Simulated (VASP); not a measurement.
Wanted: the native input for a VASP 6.6.1 run.

| Quantity | Value |
| --- | --- |
| Task | single point |
| Functional | PBE exchange alone |
| Potentials or basis | VASP PAW PBE potentials, release 64 (Zn, O) |
| Cutoff | 520 eV |
| k mesh | 9 × 9 × 5 |
| Occupations | fermi-dirac, width 0.05 eV |
| Spin | no spin polarisation |
| Dipole correction | no |
| Further INCAR settings | ALGO = Normal; EDIFF = 1e-06; NBANDS = 26 |

The structure of ZnO (zincite) lies in POSCAR:

```
ZnO
1.0
    3.2053930491      0.0000000000      0.0000000000
   -1.6026965246      2.7759518096      0.0000000000
    0.0000000000      0.0000000000      5.1353529565
Zn O
2 2
Direct
    0.6666666667      0.3333333333      0.0000000000
    0.3333333333      0.6666666667      0.5000000000
    0.3333333333      0.6666666667      0.8790100000
    0.6666666667      0.3333333333      0.3790100000
```

These files were run (other wordings do the same):

INCAR

```
AGGAC    = 0.0          
ALDAC    = 0.0          
ALGO     = Normal         # electronic algorithm
EDIFF    = 1E-6           # SCF threshold, eV
ENCUT    = 520            # plane-wave cutoff, eV
GGA      = PE             # functional
ISIF     = 2              # what is computed and relaxed
ISMEAR   = -1             # smearing method
LASPH    = True           # aspherical terms in the spheres
LCHARG   = False          # write CHGCAR
LREAL    = False          # projectors in reciprocal space
LWAVE    = False          # write WAVECAR
NBANDS   = 26             # bands
NELM     = 80             # most SCF steps
PREC     = Accurate       # precision mode
SIGMA    = 0.05           # smearing width, eV
```

KPOINTS

```
k-points
0
Gamma
  9 9 5
```

Potentials or basis: VASP PAW PBE potentials, release 64 (Zn, O).

The run is started by

```bash
$ cat potpaw_PBE.64/Zn/POTCAR potpaw_PBE.64/O/POTCAR > POTCAR
$ mpirun -np 1 vasp_std > vasp.out
```

Results of the run:

```
Pressure               : 29.7 GPa
Largest force          : 0.098 eV/Å
Band gap on the k mesh : 0.99 eV, direct
```

Run time: 14 s on 1 thread of Intel(R) Xeon(R) 6975P-C (Granite Rapids) (shared host), peak memory 0.17 GiB.
